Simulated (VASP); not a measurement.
# Sn (P-1) in VASP: single point with PBEsol

Aim: the single point of Sn with PBEsol.

All numbers are computed with VASP 6.6.1; they aren't measurements. Logs are shortened: lines on timing, memory, paths and dates and some standing lists are left out, and cuts for length are marked.

### 1 The cell of the first run

The typed cell holds 2 atoms: a = 3.243 Å, b = 3.243 Å, c = 5.296 Å, α = 90.00°, β = 90.00°, γ = 109.47°.

### 2 Single point, PBEsol

INCAR

```
PREC = Accurate ; ENCUT = 520
EDIFF = 1E-6 ; ISMEAR = 0
SIGMA = 0.15 ; LREAL = F
LASPH = T ; NELM = 80
ALGO = Fast ; ISIF = 2
LWAVE = F ; LCHARG = T
GGA = PS ; LELF = T
LVHAR = T ; NBANDS = 21
```

KPOINTS

```
regular mesh
0
Gamma
  12 12 6
```

POSCAR

```
Sn
1.0
   -1.8723950224      1.8723950224      1.8723950224
    1.8723950224     -1.8723950224      1.8723950224
    3.7447900449      3.7447900449      0.0000000000
Sn
2
Direct
    0.0139436325      0.0114861880      0.0086237206
    0.4860563675      0.4885138120      0.4913762794
```

Potentials or basis: VASP PAW PBE potentials, release 64 (Sn_d).

The run is started by

```bash
$ cat potpaw_PBE.64/Sn_d/POTCAR > POTCAR
$ mpirun -np 1 vasp_std > vasp.out
```

OUTCAR:

```text
PREC = Accurate
   ENCUT = 520
   EDIFF = 1E-6
   ISMEAR = 0
   LREAL = F
   LASPH = T
   NELM = 80
   ISIF = 2
   GGA = PS

 ion  position               nearest neighbor table
   1  0.014  0.011  0.009-   2 3.11   2 3.23   2 3.27   2 3.37   2 3.67   2 3.69
   2  0.486  0.489  0.491-   1 3.11   1 3.23   1 3.27   1 3.37   1 3.67   1 3.69

  LATTYP: Found a base centered orthorhombic cell.
 ALAT       =     3.7447900448
 B/A-ratio  =     1.4142135624
 C/A-ratio  =     1.4142135624

  Lattice vectors:

 A1 = (  -1.8723950224,   1.8723950224,   1.8723950224)
 A2 = (   1.8723950224,  -1.8723950224,   1.8723950224)
 A3 = (   3.7447900449,   3.7447900449,   0.0000000000)

Analysis of symmetry for initial positions (statically):
=====================================================================
 Subroutine PRICEL returns:
 Original cell was already a primitive cell.

 Routine SETGRP: Setting up the symmetry group for a
 base centered orthorhombic supercell.

 Subroutine GETGRP returns: Found  2 space group operations
 (whereof  1 operations were pure point group operations)
 out of a pool of  8 trial point group operations.

The static configuration has the point symmetry C_1 .
 The point group associated with its full space group is S_2 .

Analysis of symmetry for dynamics (positions and initial velocities):
=====================================================================
 Subroutine PRICEL returns:
 Original cell was already a primitive cell.

 Routine SETGRP: Setting up the symmetry group for a
 base centered orthorhombic supercell.

 Subroutine GETGRP returns: Found  2 space group operations
 (whereof  1 operations were pure point group operations)
 out of a pool of  8 trial point group operations.

The dynamic configuration has the point symmetry C_1 .
 The point group associated with its full space group is S_2 .

 Subroutine INISYM returns: Found  2 space group operations
 (whereof  1 operations are pure point group operations),
 and found     1 'primitive' translations

----------------------------------------------------------------------------------------

                                     Primitive cell

  volume of cell :      52.5149

  direct lattice vectors                    reciprocal lattice vectors
    -1.872395022  1.872395022  1.872395022    -0.133518834  0.133518834  0.267037668
     1.872395022 -1.872395022  1.872395022     0.133518834 -0.133518834  0.267037668
[... 83 lines left out ...]
   ENCUT  =  520.0 eV  38.22 Ry    6.18 a.u.   6.03  6.03  9.85*2*pi/ulx,y,z
   NELM   =     80;   NELMIN=  2; NELMDL= -5     # of ELM steps
   EDIFF  = 0.1E-05   stopping-criterion for ELM
   LREAL  =      F    real-space projection
   EDIFFG = 0.1E-04   stopping-criterion for IOM
   NSW    =      0    number of steps for IOM
   IBRION =     -1    ionic relax: 0-MD 1-quasi-New 2-CG
   NFREE  =      0    steps in history (QN), initial steepest desc. (CG)
   ISIF   =      2    stress and relaxation
   ISYM   =      2    0-nonsym 1-usesym 2-fastsym
   POTIM  = 0.5000    time-step for ionic-motion
   TEBEG  =    0.0;   TEEND  =   0.0 temperature during run
   PSTRESS=    0.0 pullay stress
   NELECT =      28.0000    total number of electrons
   NUPDOWN=      -1.0000    fix difference up-down
   EMIN   =  10.00;   EMAX   =-10.00  energy-range for DOS
   EFERMI =   0.00;   METHOD = LEGACY
   ISMEAR =     0;   SIGMA  =   0.15  broadening in eV -4-tet -1-fermi 0-gaus
   EFERMI_NEDOS =   21; number of points for ismear=-14 and -15
   IALGO  =     68    algorithm
   IMIX   =      4    mixing-type and parameters
     AMIX     =   0.40;   BMIX     =  1.00
     AMIX_MAG =   1.60;   BMIX_MAG =  1.00
  volume/ion in A,a.u.               =      26.26       177.19
  Fermi-wavevector in a.u.,A,eV,Ry     =   1.327496  2.508605 23.976824  1.762247
  Thomas-Fermi vector in A             =   2.456804
   LORBIT       =      0    0 simple, 1 ext, 2 COOP (PROOUT), +10 PAW based schemes
   GGA     = PS    functional components
   LHFCALC =     F    Hartree Fock is set to
   AEXX    =    0.0000 exact exchange contribution
   IVDW    =     0    specifies the selected vdW correction
   LEPSILON=     F    determine dielectric tensor
   LRPA    =     F    only Hartree local field effects (RPA)
 non-spin polarized calculation
 RMM-DIIS sequential band-by-band and
 Gauss-broadening in eV      SIGMA  =   0.15
  energy-cutoff  :      520.00
  volume of cell :       52.51
 maximum number of plane-waves:      1432
   NGX = 13   NGY = 13   NGZ = 19

 number of electron      27.9999989 magnetization

 Free energy of the ion-electron system (eV)
  ---------------------------------------------------
  ext. energy  EPLUGINS =         0.00000000
  ---------------------------------------------------
  free energy    TOTEN  =        -8.46821986 eV

  energy without entropy =       -8.45789462  energy(sigma->0) =       -8.46305724

 E-fermi :   8.2974     XC(G=0): -10.6652

 val. band max:        8.2874714679   @ k =   0.2500   0.0000   0.5000
 cond. band min:       8.3061594604   @ k =   0.4167   0.4167   0.0000
 fundamental gap:      0.0186879925
 Fermi energy:         8.2973684600

 k-point     1 :       0.0000    0.0000    0.0000
  band No.  band energies     occupation
      1     -13.1729      2.00000
      2     -13.1243      2.00000
      3     -13.1194      2.00000
      4     -13.1144      2.00000
      5     -13.0997      2.00000
      6     -12.9731      2.00000
[... 565 lines left out ...]
     20      17.8427      0.00000
     21      21.0690      0.00000

 [... further k-points ...]

------------------------ aborting loop because EDIFF is reached ----------------------------------------

  FORCE on cell =-STRESS in cart. coord.  units (eV):
  Direction    XX          YY          ZZ          XY          YZ          ZX
  --------------------------------------------------------------------------------------
  -------------------------------------------------------------------------------------
  Total       -0.0398356     -0.0434050      0.0574945      0.4279101      0.0547142      0.0559710
  in kB       -1.2153440     -1.3242449      1.7541017     13.0551154      1.6692774      1.7076189
  external PRESSURE =      -0.2618291 kB  Pullay stress =       0.0000000 kB

 VOLUME and BASIS-vectors are now :
 -----------------------------------------------------------------------------
  energy-cutoff  :      520.00
  volume of cell :       52.51
      direct lattice vectors                 reciprocal lattice vectors
    -1.872395022  1.872395022  1.872395022    -0.133518834  0.133518834  0.267037668
     1.872395022 -1.872395022  1.872395022     0.133518834 -0.133518834  0.267037668
     3.744790045  3.744790045  0.000000000     0.133518834  0.133518834  0.000000000

 POSITION                                       TOTAL-FORCE (eV/Angst)
 -----------------------------------------------------------------------------------
      0.02769      0.03690      0.04761        -0.164887     -0.164533     -0.032624
      1.84470      1.83550      1.82478         0.164887      0.164533      0.032624
 -----------------------------------------------------------------------------------
    total drift:                               -0.000000      0.000000     -0.000000

  FREE ENERGIE OF THE ION-ELECTRON SYSTEM (eV)
  ---------------------------------------------------
  free  energy   TOTEN  =        -8.4682198621 eV

  energy  without entropy=       -8.4578946174  energy(sigma->0) =       -8.46305724
```

OSZICAR:

```text
N       E                     dE             d eps       ncg     rms          rms(c)
DAV:   1     0.219208992825E+03    0.21921E+03   -0.14329E+04 18610   0.210E+03
DAV:   2     0.138539702455E+02   -0.20536E+03   -0.20116E+03 18447   0.451E+02
DAV:   3    -0.782135942646E+01   -0.21675E+02   -0.21484E+02 20768   0.133E+02
DAV:   4    -0.848572439950E+01   -0.66436E+00   -0.66385E+00 21081   0.256E+01
DAV:   5    -0.851295181993E+01   -0.27227E-01   -0.27226E-01 26231   0.491E+00    0.207E+00
RMM:   6    -0.847866693000E+01    0.34285E-01   -0.43462E-02 22145   0.242E+00    0.115E+00
RMM:   7    -0.846857927991E+01    0.10088E-01   -0.28490E-02 21818   0.176E+00    0.152E-01
RMM:   8    -0.846813916143E+01    0.44012E-03   -0.30199E-03 25087   0.668E-01    0.466E-02
RMM:   9    -0.846821158211E+01   -0.72421E-04   -0.77732E-04 26613   0.243E-01    0.394E-02
RMM:  10    -0.846822361978E+01   -0.12038E-04   -0.13576E-04 23618   0.156E-01    0.424E-02
RMM:  11    -0.846821574593E+01    0.78738E-05   -0.66397E-05 24312   0.941E-02    0.213E-03
RMM:  12    -0.846821958865E+01   -0.38427E-05   -0.36918E-05 26988   0.476E-02    0.135E-03
RMM:  13    -0.846821986212E+01   -0.27347E-06   -0.36789E-06 15591   0.193E-02
   1 F= -.84682199E+01 E0= -.84630572E+01  d E =-.103252E-01
```

stdout:

```text
POSCAR found type information on POSCAR Sn
 POSCAR found :  1 types and       2 ions
 scaLAPACK will be used
 -----------------------------------------------------------------------------
|                                                                             |
|                                                                             |
|     You enforced a specific xc type in the INCAR file but a different       |
|     I HOPE YOU KNOW WHAT YOU ARE DOING!                                     |
|                                                                             |
 -----------------------------------------------------------------------------

 LDA part: xc-table for (Slater+PW92), standard interpolation
 POSCAR, INCAR and KPOINTS ok, starting setup
 FFT: planning ... GRIDC
 FFT: planning ... GRID_SOFT
 FFT: planning ... GRID
 WAVECAR not read
 entering main loop
WARNING in EDDRMM: call to ZHEGV failed, returncode =   6  3     16
WARNING in EDDRMM: call to ZHEGV failed, returncode =   8  4     21
WARNING in EDDRMM: call to ZHEGV failed, returncode =   6  3     19
WARNING in EDDRMM: call to ZHEGV failed, returncode =   6  3     19
WARNING in EDDRMM: call to ZHEGV failed, returncode =   6  3     18
```

Run time: 3 min. Hardware: 1 thread of AMD EPYC 9R45 (Zen 5), shared host; peak memory 0.42 GiB.

Results:

| Property | Result |
| --- | --- |
| Free energy | -8.4682 eV |
| Pressure | 0.0 GPa |
| Largest force | 0.235 eV/Å |
| Band gap on the k mesh | zero (bands 14 and 15 overlap by 6.32 eV) |

Forces on the atoms (eV/Å):
```
Sn  -0.165 -0.165 -0.033
Sn   0.165  0.165  0.033
```

Caveat: the PAW data sets were made with another functional, which shifts forces and pressure a little; spin-orbit coupling is left out, which moves the levels of the heavy elements.
